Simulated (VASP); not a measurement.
# Ag in VASP: single point with PBEsol

Aim: the single point of Ag with PBEsol.

All numbers are computed with VASP 6.6.1; they aren't measurements. Logs are shortened: lines on timing, memory, paths and dates and some standing lists are left out, and cuts for length are marked.

### Step 1. The cell of the first run

The cell holds a slab with vacuum, 11 atoms: a = 4.090 Å, b = 2.892 Å, c = 30.460 Å, α = 90.00°, β = 90.00°, γ = 90.00°.

### Step 2. Single point, PBEsol

INCAR

```
SYSTEM = Ag
PREC = Accurate
ENCUT = 520
EDIFF = 1E-7
ISMEAR = 1
SIGMA = 0.1
LREAL = .FALSE.
LASPH = .TRUE.
NELM = 60
ALGO = Normal
ISIF = 2
LWAVE = .FALSE.
LCHARG = .FALSE.
LDIPOL = .TRUE.
IDIPOL = 3
DIPOL = 0.5 0.5 0.500
GGA = PS
NBANDS = 72
```

KPOINTS

```
regular mesh
0
G
  8 11 1
  0 0 0
```

POSCAR

```
Ag
1.0
    4.0900000000      0.0000000000      0.0000000000
    0.0000000000      2.8920667350      0.0000000000
    0.0000000000      0.0000000000     30.4603336750
Ag
11
Direct
    0.0000000000      0.0000000000      0.2693166109
    0.5000000000      0.5000000000      0.3117130233
    0.0000000000      0.0000000000      0.3601706546
    0.5000000000      0.5000000000      0.4063550227
    0.0000000000      0.0000000000      0.4533334340
    0.5000000000      0.5000000000      0.4999999993
    0.0000000000      0.0000000000      0.5466665637
    0.5000000000      0.5000000000      0.5936449767
    0.0000000000      0.0000000000      0.6398293457
    0.5000000000      0.5000000000      0.6882869776
    0.0000000000      0.0000000000      0.7306833915
```

Potentials or basis: VASP PAW PBE potentials, release 64 (Ag).

Started as:

```console
$ cat potpaw_PBE.64/Ag/POTCAR > POTCAR
$ mpirun -np 1 vasp_std > vasp.out
```

OUTCAR:

```text
SYSTEM = Ag
   PREC = Accurate
   ENCUT = 520
   EDIFF = 1E-7
   ISMEAR = 1
   LREAL = .FALSE.
   LASPH = .TRUE.
   NELM = 60
   ISIF = 2
   GGA = PS

 ion  position               nearest neighbor table
   1  0.000  0.000  0.269-   3 2.77   2 2.82   2 2.82   2 2.82   2 2.82
   2  0.500  0.500  0.312-   1 2.82   1 2.82   1 2.82   1 2.82   4 2.88   3 2.91   3 2.91   3 2.91
                             3 2.91
   3  0.000  0.000  0.360-   1 2.77   5 2.84   4 2.87   4 2.87   4 2.87   4 2.87   2 2.91   2 2.91
                             2 2.91   2 2.91
   4  0.500  0.500  0.406-   6 2.85   3 2.87   3 2.87   3 2.87   3 2.87   2 2.88   5 2.88   5 2.88
                             5 2.88   5 2.88
   5  0.000  0.000  0.453-   3 2.84   7 2.84   6 2.88   6 2.88   6 2.88   6 2.88   4 2.88   4 2.88
                             4 2.88   4 2.88
   6  0.500  0.500  0.500-   4 2.85   8 2.85   7 2.88   7 2.88   7 2.88   7 2.88   5 2.88   5 2.88
                             5 2.88   5 2.88
   7  0.000  0.000  0.547-   9 2.84   5 2.84   6 2.88   6 2.88   6 2.88   6 2.88   8 2.88   8 2.88
                             8 2.88   8 2.88
   8  0.500  0.500  0.594-   6 2.85   9 2.87   9 2.87   9 2.87   9 2.87  10 2.88   7 2.88   7 2.88
                             7 2.88   7 2.88
   9  0.000  0.000  0.640-  11 2.77   7 2.84   8 2.87   8 2.87   8 2.87   8 2.87  10 2.91  10 2.91
                            10 2.91  10 2.91
  10  0.500  0.500  0.688-  11 2.82  11 2.82  11 2.82  11 2.82   8 2.88   9 2.91   9 2.91   9 2.91
                             9 2.91
  11  0.000  0.000  0.731-   9 2.77  10 2.82  10 2.82  10 2.82  10 2.82

  LATTYP: Found a simple orthorhombic cell.
 ALAT       =     2.8920667350
 B/A-ratio  =     1.4142135624
 C/A-ratio  =    10.5323757942

  Lattice vectors:

 A1 = (   0.0000000000,  -2.8920667350,   0.0000000000)
 A2 = (   4.0900000000,   0.0000000000,   0.0000000000)
 A3 = (   0.0000000000,   0.0000000000,  30.4603336750)

Analysis of symmetry for initial positions (statically):
=====================================================================
 Subroutine PRICEL returns:
 Original cell was already a primitive cell.

 Routine SETGRP: Setting up the symmetry group for a
 simple orthorhombic supercell.

 Subroutine GETGRP returns: Found  8 space group operations
 (whereof  8 operations were pure point group operations)
 out of a pool of  8 trial point group operations.

The static configuration has the point symmetry D_2h.

Analysis of symmetry for dynamics (positions and initial velocities):
=====================================================================
 Subroutine PRICEL returns:
 Original cell was already a primitive cell.

 Routine SETGRP: Setting up the symmetry group for a
 simple orthorhombic supercell.

 Subroutine GETGRP returns: Found  8 space group operations
 (whereof  8 operations were pure point group operations)
 out of a pool of  8 trial point group operations.

The dynamic configuration has the point symmetry D_2h.

 Subroutine INISYM returns: Found  8 space group operations
 (whereof  8 operations are pure point group operations),
 and found     1 'primitive' translations

----------------------------------------------------------------------------------------

                                     Primitive cell

  volume of cell :     360.3017

  direct lattice vectors                    reciprocal lattice vectors
     4.090000000  0.000000000  0.000000000     0.244498778  0.000000000  0.000000000
     0.000000000  2.892066735  0.000000000     0.000000000  0.345773487  0.000000000
     0.000000000  0.000000000 30.460333675     0.000000000  0.000000000  0.032829581

  length of vectors
     4.090000000  2.892066735 30.460333675     0.244498778  0.345773487  0.032829581

  position of ions in fractional coordinates (direct lattice)
     0.000000000  0.000000000  0.269316611
     0.500000000  0.500000000  0.311713023
     0.000000000  0.000000000  0.360170655
     0.500000000  0.500000000  0.406355023
     0.000000000  0.000000000  0.453333434
     0.500000000  0.500000000  0.499999999
     0.000000000  0.000000000  0.546666564
     0.500000000  0.500000000  0.593644977
     0.000000000  0.000000000  0.639829346
     0.500000000  0.500000000  0.688286978
     0.000000000  0.000000000  0.730683392

  ion indices of the primitive-cell ions
   primitive index   ion index
[... 28 lines left out ...]
     0.030562347  0.031433953  0.032829581

  Shift w.r.t. Gamma in fractional coordinates (k-lattice)
     0.000000000  0.000000000  0.000000000

 Subroutine IBZKPT returns following result:
 ===========================================

 Found     30 irreducible k-points:

 Following reciprocal coordinates:
            Coordinates               Weight
  0.000000  0.000000  0.000000      1.000000
  0.125000  0.000000  0.000000      2.000000
  0.250000  0.000000  0.000000      2.000000
  0.375000  0.000000  0.000000      2.000000
  0.500000  0.000000  0.000000      1.000000
  0.000000  0.090909  0.000000      2.000000
[... 16 lines left out ...]
  0.250000  0.363636  0.000000      4.000000
  0.375000  0.363636  0.000000      4.000000
 [... further k-points ...]
   k-points           NKPTS =     30   k-points in BZ     NKDIM =     30   number of bands    NBANDS=     72
   number of dos      NEDOS =    301   number of ions     NIONS =     11
   total plane-waves  NPLWV = 172800
   dimension x,y,z NGX =    30 NGY =   24 NGZ =  240
   dimension x,y,z NGXF=    60 NGYF=   48 NGZF=  480
   ions per type =              11
   NGX,Y,Z   is equivalent  to a cutoff of  12.19, 13.80, 13.10 a.u.
   NGXF,Y,Z  is equivalent  to a cutoff of  24.39, 27.59, 26.20 a.u.
 SYSTEM =  Ag
   PREC   = accura    normal or accurate (medium, high low for compatibility)
   ISTART =      0    job   : 0-new  1-cont  2-samecut
   ICHARG =      2    charge: 1-file 2-atom 10-const
   ISPIN  =      1    spin polarized calculation?
   LNONCOLLINEAR =      F non collinear calculations
   LSORBIT =      F    spin-orbit coupling
   LASPH  =      T    aspherical Exc in radial PAW
   ENCUT  =  520.0 eV  38.22 Ry    6.18 a.u.   7.60  5.38 56.64*2*pi/ulx,y,z
   NELM   =     60;   NELMIN=  2; NELMDL= -5     # of ELM steps
   EDIFF  = 0.1E-06   stopping-criterion for ELM
   LREAL  =      F    real-space projection
   EDIFFG = 0.1E-05   stopping-criterion for IOM
   NSW    =      0    number of steps for IOM
   IBRION =     -1    ionic relax: 0-MD 1-quasi-New 2-CG
   NFREE  =      0    steps in history (QN), initial steepest desc. (CG)
   ISIF   =      2    stress and relaxation
   ISYM   =      2    0-nonsym 1-usesym 2-fastsym
   POTIM  = 0.5000    time-step for ionic-motion
   TEBEG  =    0.0;   TEEND  =   0.0 temperature during run
   PSTRESS=    0.0 pullay stress
   NELECT =     121.0000    total number of electrons
   NUPDOWN=      -1.0000    fix difference up-down
   EMIN   =  10.00;   EMAX   =-10.00  energy-range for DOS
   EFERMI =   0.00;   METHOD = LEGACY
   ISMEAR =     1;   SIGMA  =   0.10  broadening in eV -4-tet -1-fermi 0-gaus
   EFERMI_NEDOS =   21; number of points for ismear=-14 and -15
   IALGO  =     38    algorithm
   IMIX   =      4    mixing-type and parameters
     AMIX     =   0.40;   BMIX     =  1.00
     AMIX_MAG =   1.60;   BMIX_MAG =  1.00
  volume/ion in A,a.u.               =      32.75       221.04
  Fermi-wavevector in a.u.,A,eV,Ry     =   1.137927  2.150371 17.617893  1.294879
  Thomas-Fermi vector in A             =   2.274632
   LORBIT       =      0    0 simple, 1 ext, 2 COOP (PROOUT), +10 PAW based schemes
   GGA     = PS    functional components
   LHFCALC =     F    Hartree Fock is set to
   AEXX    =    0.0000 exact exchange contribution
   IVDW    =     0    specifies the selected vdW correction
   LEPSILON=     F    determine dielectric tensor
   LRPA    =     F    only Hartree local field effects (RPA)
 non-spin polarized calculation
 Methfessel and Paxton  Order N= 1 SIGMA  =   0.10
  energy-cutoff  :      520.00
  volume of cell :      360.30
 maximum number of plane-waves:      9777
   NGX = 15   NGY = 11   NGZ =113

 dipolmoment           0.000000      0.000000     -0.000000 electrons x Angstroem

 number of electron     120.9999977 magnetization

 dipolmoment           0.000000      0.000000      0.000000 electrons x Angstroem

 Free energy of the ion-electron system (eV)
  ---------------------------------------------------
  ext. energy  EPLUGINS =         0.00000000
  ---------------------------------------------------
  free energy    TOTEN  =       -34.69504186 eV

  energy without entropy =      -34.69285994  energy(sigma->0) =      -34.69431456

 E-fermi :   2.3093     XC(G=0):  -6.9934

 val. band max:        2.3087930634   @ k =   0.3750   0.1818   0.0000
 cond. band min:       2.3479418230   @ k =   0.1250   0.4545   0.0000
 fundamental gap:      0.0391487596
 Fermi energy:         2.3092880099

 k-point     1 :       0.0000    0.0000    0.0000
  band No.  band energies     occupation
      1      -5.5383      2.00000
      2      -5.0843      2.00000
      3      -4.4299      2.00000
      4      -4.1960      2.00000
      5      -4.0511      2.00000
      6      -4.0124      2.00000
[... 1789 lines left out ...]
     71       7.5123      0.00000
     72       8.2036      0.00000

 [... further k-points ...]

------------------------ aborting loop because EDIFF is reached ----------------------------------------

 vacuum level on the upper side and lower side of the slab       (xc-potential included)        -0.073        -0.073

  FORCE on cell =-STRESS in cart. coord.  units (eV):
  Direction    XX          YY          ZZ          XY          YZ          ZX
  --------------------------------------------------------------------------------------
  -------------------------------------------------------------------------------------
  Total       -3.2355633     -4.4179193     -0.2281952      0.0000000      0.0000000      0.0000000
  in kB      -14.3877939    -19.6454550     -1.0147307      0.0000000      0.0000000      0.0000000
  external PRESSURE =     -11.6826599 kB  Pullay stress =       0.0000000 kB

 VOLUME and BASIS-vectors are now :
 -----------------------------------------------------------------------------
  energy-cutoff  :      520.00
  volume of cell :      360.30
      direct lattice vectors                 reciprocal lattice vectors
     4.090000000  0.000000000  0.000000000     0.244498778  0.000000000  0.000000000
     0.000000000  2.892066735  0.000000000     0.000000000  0.345773487  0.000000000
     0.000000000  0.000000000 30.460333675     0.000000000  0.000000000  0.032829581

 POSITION                                       TOTAL-FORCE (eV/Angst)
 -----------------------------------------------------------------------------------
      0.00000      0.00000      8.20347        -0.000000      0.000000      0.010419
      2.04500      1.44603      9.49488        -0.000000     -0.000000     -0.000622
      0.00000      0.00000     10.97092        -0.000000      0.000000     -0.002774
      2.04500      1.44603     12.37771        -0.000000     -0.000000     -0.001379
      0.00000      0.00000     13.80869        -0.000000      0.000000      0.002964
      2.04500      1.44603     15.23017        -0.000000      0.000000      0.000000
      0.00000      0.00000     16.65165        -0.000000      0.000000     -0.002964
      2.04500      1.44603     18.08262        -0.000000      0.000000      0.001379
      0.00000      0.00000     19.48942        -0.000000      0.000000      0.002774
      2.04500      1.44603     20.96545        -0.000000      0.000000      0.000622
      0.00000      0.00000     22.25686         0.000000      0.000000     -0.010419
 -----------------------------------------------------------------------------------
    total drift:                                0.000000      0.000000      0.000006

  FREE ENERGIE OF THE ION-ELECTRON SYSTEM (eV)
  ---------------------------------------------------
  free  energy   TOTEN  =       -34.6950418644 eV

  energy  without entropy=      -34.6928599442  energy(sigma->0) =      -34.69431456

 vacuum level on the upper side and lower side of the slab         6.487         6.487
```

It took 30 min on 1 thread of Oxide Virtual Turin-like, shared host; peak memory 0.72 GiB.

Results:

```yaml
Free_energy: -34.6950 eV
Largest_force: 0.010 eV/Å
Band_gap_on_the_k_mesh: zero (an odd number of electrons rules out a gap without spin polarisation)
```

Forces in eV/Å, atoms in the order of the input:
```
Ag   0.000  0.000  0.010
Ag   0.000  0.000 -0.001
Ag   0.000  0.000 -0.003
Ag   0.000  0.000 -0.001
Ag   0.000  0.000  0.003
Ag   0.000  0.000  0.000
Ag   0.000  0.000 -0.003
Ag   0.000  0.000  0.001
Ag   0.000  0.000  0.003
Ag   0.000  0.000  0.001
Ag   0.000  0.000 -0.010
```

Levels at points of the mesh, in eV from the Fermi level:
```
           k point  band 58  band 59  band 60  band 61  band 62  band 63  band 64  band 65
(0.00, 0.00, 0.00)    -2.80    -2.77    -2.20    -1.06     0.25     1.70     1.79     2.61
(0.50, 0.00, 0.00)    -2.94    -2.82    -2.58    -2.26    -1.93    -1.55    -1.13    -0.45
```

Caveat: the PAW data sets were made with another functional, which shifts forces and pressure a little.

The gap in the log of VASP goes by the Fermi energy; the results here count the filled bands.